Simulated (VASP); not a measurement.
# SbHW17S36 (a cell with a defect) in VASP: notebook

Runs on SbHW17S36 (a cell with a defect). Level: PBE. Tasks: single point.

Everything below comes from runs of VASP 6.6.1. Logs are shortened: lines on timing, memory, paths and dates and some standing lists are left out, and cuts for length are marked.

### Step 1. The cell of the first run

The cell holds a defect, 55 atoms: a = 9.381 Å, b = 9.381 Å, c = 12.165 Å, α = 90.00°, β = 90.00°, γ = 120.00°.

### Step 2. Single point, PBE

Input file INCAR:

```
PREC = Accurate
ENCUT = 400
EDIFF = 1E-6
ISMEAR = -1
SIGMA = 0.01
LREAL = Auto
LASPH = T
NELM = 120
ALGO = Normal
ISIF = 2
LWAVE = F
LCHARG = T
GGA = PE
LELF = T
LVHAR = T
NBANDS = 263
NELECT = 459.0
GGA_COMPAT = F
```

Input file KPOINTS:

```
Automatic mesh
0
Gamma
  1 1 1
  0.25 0.25 0.25
```

Input file POSCAR:

```
SbHW17S36
1.0
    9.3812494600     -0.0000000854      0.0000000000
   -4.6906246560      8.1244003977      0.0000000000
    0.0000000000      0.0000000000     12.1647637100
W S Sb H
17 36 1 1
Direct
    0.1108647185      0.2210506374      0.2494854213
    0.2131147292      0.1044281237      0.7478721682
    0.1115232747      0.5541161671      0.2498950322
    0.2127422806      0.4421698764      0.7509823135
    0.1111626822      0.8870414835      0.2494247083
    0.2234831373      0.7773110527      0.7495650617
    0.4448727914      0.2208599974      0.2491157706
    0.5562112904      0.1052623530      0.7483098896
    0.4448252368      0.5539936186      0.2494450172
    0.4446480004      0.8869363206      0.2494197211
    0.5551895554      0.7853680323      0.7510015054
    0.7786513837      0.2210357392      0.2495464116
    0.8885740949      0.1103621295      0.7492994278
    0.7781480350      0.5540603629      0.2494127479
    0.8971238275      0.4440866209      0.7506664370
    0.7780584623      0.8875848567      0.2500251474
    0.8972455347      0.7858894785      0.7507237898
    0.1095772034      0.2220802253      0.6178138294
    0.2215289140      0.1103993446      0.1192083850
    0.1093621789      0.2198540359      0.8807948759
    0.2210272693      0.1100335544      0.3789426082
    0.1126983739      0.5561762436      0.6159071165
    0.2217113010      0.4435258530      0.1190658920
    0.1134243435      0.5575630106      0.8840289862
    0.2224896490      0.4436674266      0.3803452171
    0.1104029840      0.8849266932      0.6176545801
    0.2221074710      0.7765338417      0.1189357945
    0.1171236482      0.8905309611      0.8820993014
    0.2221446056      0.7768226187      0.3802534960
    0.4369419475      0.2096647994      0.6129630694
    0.5557408289      0.1100303053      0.1189051850
    0.4304222925      0.2000270017      0.8849477133
    0.5560680972      0.1099167637      0.3792327419
    0.4426106426      0.5573619891      0.6237742470
    0.5555410614      0.4435433597      0.1185628736
    0.4324436634      0.5664625866      0.8888787358
    0.5554510153      0.4434513495      0.3799647698
    0.4443100999      0.8859075851      0.6165485407
    0.5558319194      0.7769693650      0.1191607361
    0.4439577049      0.8905770337      0.8830862448
    0.5549689600      0.7762698499      0.3804525662
    0.7791208202      0.2234509854      0.6186922009
    0.8883522931      0.1099010243      0.1188318603
    0.7774066632      0.2213423986      0.8799425777
    0.8886562941      0.1103378198      0.3805091546
    0.7880352819      0.5626628676      0.6209865902
    0.8890297686      0.4433349275      0.1191018632
    0.8070786055      0.5714290737      0.8904365411
    0.8885965361      0.4436868971      0.3803563423
    0.7781657860      0.8877608574      0.6192353339
    0.8884778910      0.7773051100      0.1193026182
    0.7788376932      0.8895752792      0.8812169399
    0.8883504719      0.7764296416      0.3802258931
    0.5667729514      0.4551017562      0.7713192968
    0.3754402697      0.0888217191      0.5337949491
```

Potentials or basis: VASP PAW PBE potentials, release 64 (W_sv, S, Sb, H).

Command:

```sh
cat potpaw_PBE.64/W_sv/POTCAR potpaw_PBE.64/S/POTCAR potpaw_PBE.64/Sb/POTCAR potpaw_PBE.64/H/POTCAR > POTCAR
mpirun -np 1 vasp_std > vasp.out
```

OUTCAR:

```text
PREC = Accurate
   ENCUT = 400
   EDIFF = 1E-6
   ISMEAR = -1
   LREAL = Auto
   LASPH = T
   NELM = 120
   ISIF = 2
   GGA = PE
   NELECT = 459.0

 ion  position               nearest neighbor table
   1  0.111  0.221  0.249-  21 2.39  19 2.40  23 2.41  43 2.41  45 2.41  25 2.41  12 3.12   3 3.12
                            16 3.13   9 3.13   7 3.13   5 3.13
   2  0.213  0.104  0.748-  26 2.39  28 2.39  18 2.40  20 2.41  32 2.43  30 2.45  17 2.98  13 3.07
                             6 3.12   4 3.17   8 3.21  54 3.32
   3  0.112  0.554  0.250-  23 2.40  25 2.40  29 2.41  49 2.41  47 2.41  27 2.41   1 3.12  10 3.12
                            12 3.12   5 3.12  14 3.13   9 3.13
   4  0.213  0.442  0.751-  24 2.38  22 2.39  20 2.40  18 2.41  34 2.43  36 2.45  15 2.97  13 3.08
                             6 3.09   2 3.17  11 3.22  54 3.27
   5  0.111  0.887  0.249-  27 2.40  29 2.40  21 2.40  51 2.40  19 2.41  53 2.41  14 3.12   3 3.12
                            16 3.13  10 3.13   7 3.13   1 3.13
   6  0.223  0.777  0.750-  28 2.40  26 2.41  38 2.42  40 2.42  24 2.42  22 2.42  11 3.07  15 3.09
                             4 3.09   8 3.10  17 3.10   2 3.12
   7  0.445  0.221  0.249-  31 2.40  33 2.40  19 2.41  35 2.41  21 2.41  37 2.41   9 3.13  14 3.13
                            12 3.13   5 3.13  10 3.13   1 3.13
   8  0.556  0.105  0.748-  40 2.39  38 2.40  42 2.40  44 2.41  32 2.45  30 2.45  11 3.00  13 3.09
                             6 3.10  15 3.19   2 3.21  54 3.25
   9  0.445  0.554  0.249-  37 2.40  35 2.40  39 2.41  25 2.41  41 2.41  23 2.41  10 3.12   7 3.13
[... 14 lines left out ...]
                            12 3.13   5 3.13   9 3.13  14 3.13
  17  0.897  0.786  0.751-  26 2.37  28 2.40  46 2.40  52 2.40  50 2.41  48 2.44   2 2.98  13 3.09
                             6 3.10  54 3.11  15 3.21  11 3.21
  18  0.110  0.222  0.618-   2 2.40  13 2.40   4 2.41
  19  0.222  0.110  0.119-   1 2.40   7 2.41   5 2.41
  20  0.109  0.220  0.881-   4 2.40  13 2.40   2 2.41
  21  0.221  0.110  0.379-   1 2.39   5 2.40   7 2.41
  22  0.113  0.556  0.616-   4 2.39  15 2.40   6 2.42
  23  0.222  0.444  0.119-   3 2.40   1 2.41   9 2.41
  24  0.113  0.558  0.884-   4 2.38  15 2.39   6 2.42
  25  0.222  0.444  0.380-   3 2.40   9 2.41   1 2.41
  26  0.110  0.885  0.618-  17 2.37   2 2.39   6 2.41
  27  0.222  0.777  0.119-   5 2.40  10 2.41   3 2.41
  28  0.117  0.891  0.882-   2 2.39  17 2.40   6 2.40
  29  0.222  0.777  0.380-   5 2.40   3 2.41  10 2.41
  30  0.437  0.210  0.613-  55 1.38   2 2.45   8 2.45  54 2.77
  31  0.556  0.110  0.119-   7 2.40  12 2.41  10 2.41
  32  0.430  0.200  0.885-   2 2.43   8 2.45  54 2.49
  33  0.556  0.110  0.379-  12 2.40   7 2.40  10 2.40
  34  0.443  0.557  0.624-  11 2.41   4 2.43  54 2.57
  35  0.556  0.444  0.119-   9 2.40   7 2.41  14 2.41
  36  0.432  0.566  0.889-  11 2.45   4 2.45  54 2.46
[... 15 lines left out ...]
  52  0.779  0.890  0.881-  17 2.40  13 2.41  11 2.41
  53  0.888  0.776  0.380-  16 2.40  14 2.41   5 2.41
  54  0.567  0.455  0.771-  48 2.43  36 2.46  32 2.49  46 2.56  34 2.57  30 2.77  17 3.11  15 3.16
                            11 3.16   8 3.25   4 3.27   2 3.32
  55  0.375  0.089  0.534-  30 1.38

  LATTYP: Found a hexagonal cell.
 ALAT       =     9.3812494600
 C/A-ratio  =     1.2967103968

  Lattice vectors:

 A1 = (   9.3812494600,  -0.0000000854,   0.0000000000)
 A2 = (  -4.6906246560,   8.1244003977,   0.0000000000)
 A3 = (   0.0000000000,   0.0000000000,  12.1647637100)

Analysis of symmetry for initial positions (statically):
=====================================================================
 Subroutine PRICEL returns:
 Original cell was already a primitive cell.

 Routine SETGRP: Setting up the symmetry group for a
 hexagonal supercell.

 Subroutine GETGRP returns: Found  1 space group operations
 (whereof  1 operations were pure point group operations)
 out of a pool of 24 trial point group operations.

The static configuration has the point symmetry C_1 .

[... 44 lines left out ...]
   TEBEG  =    0.0;   TEEND  =   0.0 temperature during run
   PSTRESS=    0.0 pullay stress
   NELECT =     459.0000    total number of electrons
   NUPDOWN=      -1.0000    fix difference up-down
   EMIN   =  10.00;   EMAX   =-10.00  energy-range for DOS
   EFERMI =   0.00;   METHOD = LEGACY
   ISMEAR =    -1;   SIGMA  =   0.01  broadening in eV -4-tet -1-fermi 0-gaus
   EFERMI_NEDOS =   21; number of points for ismear=-14 and -15
   IALGO  =     38    algorithm
   IMIX   =      4    mixing-type and parameters
     AMIX     =   0.40;   BMIX     =  1.00
     AMIX_MAG =   1.60;   BMIX_MAG =  1.00
  volume/ion in A,a.u.               =      16.86       113.76
  Fermi-wavevector in a.u.,A,eV,Ry     =   1.295072  2.447331 22.819839  1.677211
  Thomas-Fermi vector in A             =   2.426615
   LORBIT       =      0    0 simple, 1 ext, 2 COOP (PROOUT), +10 PAW based schemes
   GGA     = PE    functional components
   LHFCALC =     F    Hartree Fock is set to
   AEXX    =    0.0000 exact exchange contribution
   IVDW    =     0    specifies the selected vdW correction
   LEPSILON=     F    determine dielectric tensor
   LRPA    =     F    only Hartree local field effects (RPA)
 non-spin polarized calculation
  energy-cutoff  :      400.00
  volume of cell :      927.16
 maximum number of plane-waves:     16845
 NGX is ok and might be reduce to    64
   NGX = 31   NGY = 31   NGZ = 39

 number of electron     459.0000014 magnetization

 Free energy of the ion-electron system (eV)
  ---------------------------------------------------
  ext. energy  EPLUGINS =         0.00000000
  ---------------------------------------------------
  free energy    TOTEN  =      -420.07744928 eV

  energy without entropy =     -420.06495418  energy(sigma->0) =     -420.07120173

 E-fermi :   7.7238     XC(G=0): -11.1702

 val. band max:        7.7143621206   @ k =  -0.2500   0.5000   0.2500
 cond. band min:       7.7247471964   @ k =   0.5000   0.2500   0.2500
 fundamental gap:      0.0103850758
 Fermi energy:         7.7238331653

 k-point     1 :       0.2500    0.2500    0.2500
  band No.  band energies     occupation
      1     -66.8199      2.00000
      2     -66.7361      2.00000
      3     -66.7320      2.00000
      4     -66.7187      2.00000
      5     -66.7058      2.00000
      6     -66.6919      2.00000
[... 1453 lines left out ...]
    240       9.8365      0.00000
    241       9.8824      0.00000
 [bands above 241 left out]

------------------------ aborting loop because EDIFF is reached ----------------------------------------

  FORCE on cell =-STRESS in cart. coord.  units (eV):
  Direction    XX          YY          ZZ          XY          YZ          ZX
  --------------------------------------------------------------------------------------
  -------------------------------------------------------------------------------------
  Total       35.1869099     35.7216446     13.1344017      0.0481297      0.6087408     -0.1223691
  in kB       60.8045436     61.7285889     22.6968297      0.0831703      1.0519312     -0.2114593
  external PRESSURE =      48.4099874 kB  Pullay stress =       0.0000000 kB

 VOLUME and BASIS-vectors are now :
 -----------------------------------------------------------------------------
  energy-cutoff  :      400.00
  volume of cell :      927.16
      direct lattice vectors                 reciprocal lattice vectors
     9.381249460 -0.000000085  0.000000000     0.106595610  0.061543003  0.000000000
    -4.690624656  8.124400398  0.000000000     0.000000001  0.123086007  0.000000000
     0.000000000  0.000000000 12.164763710     0.000000000  0.000000000  0.082204638

 POSITION                                       TOTAL-FORCE (eV/Angst)
 -----------------------------------------------------------------------------------
      0.00318      1.79590      3.03493        -0.155262      0.099113      0.003932
      1.50945      0.84842      9.09769         0.064880     -0.082452      0.077897
     -1.55292      4.50186      3.03991        -0.157481      0.088447     -0.010654
     -0.07826      3.59237      9.13552         0.027786     -0.088748      0.006475
     -3.11793      7.20668      3.03419        -0.135763      0.072333     -0.006282
     -1.54952      6.31519      9.11828         0.061690     -0.047353      0.021031
[... 47 lines left out ...]
      3.18233      3.69743      9.38292        -0.110830      0.041075     -0.018773
      3.10547      0.72162      6.49349         0.018345      0.035140      0.044383
 -----------------------------------------------------------------------------------
    total drift:                                0.005840      0.007009     -0.002414

  FREE ENERGIE OF THE ION-ELECTRON SYSTEM (eV)
  ---------------------------------------------------
  free  energy   TOTEN  =      -420.0774492802 eV

  energy  without entropy=     -420.0649541820  energy(sigma->0) =     -420.07120173
```

Wall time 42 min (1 thread of AMD EPYC 7R13 (Zen 3), shared host); peak memory 1 GiB.

Results:

* Free energy: -420.0774 eV
* Largest force: 0.275 eV/Å

Forces in eV/Å, atoms in the order of the input:
```
W   -0.155  0.099  0.004
W    0.065 -0.082  0.078
W   -0.157  0.088 -0.011
W    0.028 -0.089  0.006
W   -0.136  0.072 -0.006
W    0.062 -0.047  0.021
W   -0.144  0.092  0.001
W    0.062 -0.140 -0.044
W   -0.156  0.085 -0.003
W   -0.147  0.100  0.008
W    0.245 -0.115 -0.047
W   -0.148  0.073 -0.007
W    0.008  0.023  0.017
W   -0.153  0.082  0.005
W    0.189 -0.095  0.061
W   -0.161  0.092 -0.012
W    0.206  0.077  0.049
S   -0.026  0.059  0.020
S    0.084 -0.062 -0.038
S   -0.031  0.062 -0.050
S    0.076 -0.052  0.020
S   -0.067  0.037 -0.015
S    0.078 -0.056  0.010
S   -0.084  0.066  0.017
S    0.069 -0.051 -0.005
S   -0.037  0.035 -0.142
S    0.048 -0.036  0.002
S   -0.127 -0.003  0.068
S    0.062 -0.029 -0.003
S    0.027 -0.008 -0.114
S    0.074 -0.028  0.014
S    0.088  0.019  0.055
S    0.073 -0.043 -0.019
S   -0.054  0.005  0.051
S    0.068 -0.046 -0.002
S   -0.048  0.000 -0.085
S    0.076 -0.044 -0.003
S   -0.070  0.065  0.081
S    0.073 -0.029  0.005
S   -0.132  0.096 -0.041
S    0.086 -0.041 -0.006
S   -0.037  0.010 -0.055
S    0.078 -0.039 -0.001
S   -0.033  0.053  0.057
S    0.073 -0.046  0.004
S    0.042 -0.039 -0.057
S    0.075 -0.042  0.010
S    0.056 -0.093  0.073
S    0.071 -0.050 -0.010
S   -0.139  0.002  0.019
S    0.085 -0.039 -0.013
S   -0.083  0.014 -0.013
S    0.091 -0.040  0.022
Sb  -0.111  0.041 -0.019
H    0.018  0.035  0.044
```

Levels at points of the mesh, in eV from the Fermi level:
```
           k point  band 227  band 228  band 229  band 230  band 231  band 232
(0.25, 0.25, 0.25)     -0.64     -0.44     -0.31      0.01      0.28      1.35
```

Caveat: the k points lie up to 0.39 Å⁻¹ apart, too coarse for converged energies and pressures of a metal; the cell carries a net charge on a neutralising background, which shifts energy and pressure; the cell is charged against a uniform background, so pressure and absolute levels hang on convention; spin-orbit coupling is left out, which moves the levels of the heavy elements; an odd number of electrons without spin polarisation forces a metal; a magnetic or distorted state may lie lower.

### Step 3. Single point, PBE

Input file INCAR:

```
SYSTEM = SbHW17S36
PREC = Accurate
ENCUT = 400
EDIFF = 1E-6
ISMEAR = -1
SIGMA = 0.01
LREAL = Auto
LASPH = .TRUE.
NELM = 120
ALGO = Normal
ISIF = 2
LWAVE = .FALSE.
LCHARG = .FALSE.
GGA = PE
NBANDS = 263
NELECT = 461.0
GGA_COMPAT = .FALSE.
```

KPOINTS is that of step 2.

Input file POSCAR:

```
SbHW17S36
1.0
    9.3812494643     -0.0000000850      0.0000000000
   -4.6906246585      8.1244003979      0.0000000000
    0.0000000000      0.0000000000     12.1647637133
W S Sb H
17 36 1 1
Direct
    0.1099866445      0.2217159850      0.2493252497
    0.2163209671      0.1071947074      0.7500611088
    0.1107936251      0.5547885264      0.2496594025
    0.2135632257      0.4439944015      0.7503466313
    0.1103819002      0.8878292998      0.2491898350
    0.2228064654      0.7785576088      0.7499981624
    0.4440763465      0.2214194484      0.2488925767
    0.5528298496      0.1046235862      0.7499894431
    0.4440627976      0.5546022187      0.2493546593
    0.4439479617      0.8877085515      0.2493376997
    0.5538040645      0.7848515815      0.7506015988
    0.7779501766      0.2215163268      0.2493231760
    0.8869315959      0.1113767959      0.7499022833
    0.7775041421      0.5547522572      0.2493837136
    0.8945570094      0.4455842950      0.7500370200
    0.7773116637      0.8884226076      0.2495103591
    0.8916066993      0.7818938926      0.7504001942
    0.1091919476      0.2221011594      0.6194551567
    0.2206856150      0.1109090682      0.1187183170
    0.1089976959      0.2217272896      0.8803950288
    0.2202566689      0.1107087329      0.3789004392
    0.1121069872      0.5574171649      0.6169444494
    0.2211241368      0.4441110192      0.1187669582
    0.1119148769      0.5579511136      0.8826872894
    0.2215782809      0.4441205833      0.3803550590
    0.1089580201      0.8872367828      0.6199791744
    0.2214101358      0.7773076416      0.1185469063
    0.1124030273      0.8897637671      0.8810783949
    0.2212356590      0.7774682294      0.3802963178
    0.4387745147      0.2134374889      0.6144054351
    0.5550669809      0.1105581267      0.1186127788
    0.4322767002      0.2015534061      0.8883704411
    0.5554471464      0.1106317864      0.3792477151
    0.4365709997      0.5631604481      0.6150153036
    0.5548677292      0.4441458015      0.1183929163
    0.4292992247      0.5671024209      0.8912982992
    0.5547367240      0.4440536361      0.3799797907
    0.4431549369      0.8866642071      0.6169853380
    0.5549480057      0.7774701857      0.1187896436
    0.4425494174      0.8890123946      0.8837507192
    0.5545202947      0.7769996314      0.3802984816
    0.7769600709      0.2231667776      0.6197768705
    0.8879189721      0.1106913125      0.1182602180
    0.7763530362      0.2226058819      0.8796997224
    0.8879239982      0.1106611872      0.3805599989
    0.7906660740      0.5629464632      0.6157186879
    0.8884664382      0.4440978160      0.1187819978
    0.8018033029      0.5671118348      0.8904131812
    0.8880485692      0.4441321052      0.3802917116
    0.7769559170      0.8885712947      0.6199105797
    0.8878157356      0.7777494769      0.1188674480
    0.7775971434      0.8898284851      0.8809423017
    0.8877776394      0.7774681055      0.3801189791
    0.5608854534      0.4597802900      0.7674248876
    0.3720977821      0.0869584794      0.5390727583
```

Potentials or basis: VASP PAW PBE potentials, release 64 (W_sv, S, Sb, H).

Command:

```sh
cat potpaw_PBE.64/W_sv/POTCAR potpaw_PBE.64/S/POTCAR potpaw_PBE.64/Sb/POTCAR potpaw_PBE.64/H/POTCAR > POTCAR
mpirun -np 1 vasp_std > vasp.out
```

Wall time 51 min (1 thread of AMD EPYC 7R13 (Zen 3), shared host); peak memory 1 GiB.

It converged, with:

| Item | Value |
| --- | --- |
| Free energy | -404.0252 eV |
| Largest force | 0.319 eV/Å |

Forces on the atoms (eV/Å):
```
W   -0.124  0.058 -0.010
W   -0.031 -0.162  0.039
W   -0.133  0.073  0.002
W    0.115  0.017 -0.036
W   -0.135  0.075 -0.002
W    0.031 -0.064  0.005
W   -0.137  0.085  0.010
W    0.070 -0.039 -0.019
W   -0.152  0.088  0.002
W   -0.126  0.085 -0.008
W    0.209 -0.240 -0.023
W   -0.125  0.074  0.004
W    0.137  0.008  0.011
W   -0.146  0.077 -0.008
W    0.130 -0.102  0.029
W   -0.113  0.067  0.012
W    0.198  0.186  0.055
S   -0.034  0.055 -0.001
S    0.086 -0.044 -0.020
S   -0.031  0.031 -0.031
S    0.073 -0.038  0.026
S   -0.113  0.018  0.015
S    0.055 -0.046  0.014
S   -0.104  0.046 -0.008
S    0.058 -0.039 -0.012
S   -0.029  0.003 -0.186
S    0.047 -0.039  0.001
S   -0.077  0.001  0.129
S    0.064 -0.023  0.005
S    0.005 -0.021 -0.097
S    0.057 -0.026  0.005
S    0.055  0.008  0.089
S    0.066 -0.032 -0.013
S   -0.063 -0.017  0.120
S    0.067 -0.045  0.000
S   -0.064 -0.005 -0.091
S    0.074 -0.042 -0.003
S   -0.077  0.093  0.090
S    0.063 -0.025  0.011
S   -0.105  0.129 -0.083
S    0.069 -0.022 -0.011
S   -0.041  0.011 -0.023
S    0.053 -0.037  0.001
S   -0.038  0.046  0.017
S    0.050 -0.020 -0.001
S    0.026 -0.044 -0.113
S    0.060 -0.046  0.012
S    0.062 -0.063  0.098
S    0.058 -0.041  0.000
S   -0.103  0.004  0.013
S    0.068 -0.042 -0.014
S   -0.084  0.006  0.001
S    0.079 -0.048  0.016
Sb  -0.027  0.035 -0.051
H    0.028  0.032  0.032
```

Levels at points of the mesh, in eV from the Fermi level:
```csv
k point,band 228,band 229,band 230,band 231,band 232,band 233
"(0.25, 0.25, 0.25)",-0.85,-0.53,-0.28,-0.01,0.78,0.84
```

Caveat: the k points lie up to 0.39 Å⁻¹ apart, too coarse for converged energies and pressures of a metal; the cell carries a net charge on a neutralising background, which shifts energy and pressure; the cell is charged against a uniform background, so pressure and absolute levels hang on convention; spin-orbit coupling is left out, which moves the levels of the heavy elements; an odd number of electrons without spin polarisation forces a metal; a magnetic or distorted state may lie lower.
